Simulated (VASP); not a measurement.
## MgI2: single point with LDA

MgI2:

```
Mg I
1.0
     0.00000    3.75572    3.75572
     3.75572    0.00000    3.75572
     3.75572    3.75572    0.00000
Mg I
1 2
Cartesian
  0.0000 0.0000 0.0000
  1.8779 1.8779 1.8779
  5.6336 5.6336 5.6336
```

| Quantity | Value |
| --- | --- |
| Program | VASP 6.6.1 |
| Task | single point |
| Functional | LDA |
| Potentials or basis | VASP PAW LDA potentials, release 64 (Mg, I) |
| Cutoff | 520 eV |
| k mesh | 6 × 6 × 6 |
| Occupations | gaussian, width 0.01 eV |
| Spin | no spin polarisation |
| Dipole correction | no |
| Further INCAR settings | ALGO = Normal; EDIFF = 1e-06; NBANDS = 15 |

```json
{"Pressure": "-2.2 GPa", "Band gap on the k mesh": "0.42 eV (least direct gap 0.92 eV)"}
```

Levels at points of the mesh, in eV from the valence-band top:
```tsv
k point	band 4	band 5	band 6	band 7	band 8	band 9	band 10	band 11	band 12	band 13
(0.00, 0.00, 0.00)	-2.97	-2.97	-1.12	-1.12	-1.12	0.42	3.00	3.00	3.00	5.10
(0.50, 0.00, 0.00)	-2.58	-2.52	-2.52	-2.28	-2.28	2.55	4.97	4.97	5.70	6.50
(0.50, 0.50, 0.00)	-3.78	-3.78	-0.50	-0.50	0.00	0.92	3.93	6.21	6.31	6.31
```

Wall time 22 s on 1 thread of Intel(R) Xeon(R) Platinum 8488C (Sapphire Rapids) (shared host), peak memory 0.2 GiB.

Caveat: spin-orbit coupling is left out, which moves the levels of the heavy elements. A k mesh can miss the band edges.
